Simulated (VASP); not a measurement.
A run of VASP 6.6.1 is set up as follows.

File INCAR:

```
ALGO = Normal
EDIFF = 1E-6
ENCUT = 520
GGA = PE
ISIF = 2
ISMEAR = 0
ISPIN = 2
LASPH = T
LCHARG = T
LELF = T
LMAXMIX = 4
LORBIT = 11
LREAL = F
LVHAR = T
LWAVE = F
MAGMOM = 0 0 0 0 0.12 0.35 0.35 0.35
NBANDS = 38
NELM = 150
PREC = Accurate
SIGMA = 0.1
```

KPOINTS

```
k-points
0
Gamma
  10 10 10
```

File POSCAR:

```
Al4Co3Ni
1.0
   -2.7767623207      2.7767623207      2.7767623207
    2.7767623207     -2.7767623207      2.7767623207
    2.7767623207      2.7767623207     -2.7767623207
Al Ni Co
4 1 3
Direct
    0.0000000000      0.5000000000      0.0000000000
    0.5000000000      0.0000000000      0.0000000000
    0.5000000000      0.5000000000      0.5000000000
    0.0000000000      0.0000000000      0.5000000000
    0.0000000000      0.0000000000      0.0000000000
    0.5000000000      0.0000000000      0.5000000000
    0.0000000000      0.5000000000      0.5000000000
    0.5000000000      0.5000000000      0.0000000000
```

Potentials or basis: VASP PAW PBE potentials, release 64 (Al, Ni, Co).

The run is started by

```sh
$ cat potpaw_PBE.64/Al/POTCAR potpaw_PBE.64/Ni/POTCAR potpaw_PBE.64/Co/POTCAR > POTCAR
$ mpirun -np 1 vasp_std > vasp.out
```

What does it give for the net moment?

0.62 μB per cell.

What does it give for the site moments?

Al -0.00; Ni +0.06; Co +0.20 μB.

What does it give for the pressure?

19.5 GPa.

Caveat: the cell stands under pressure.
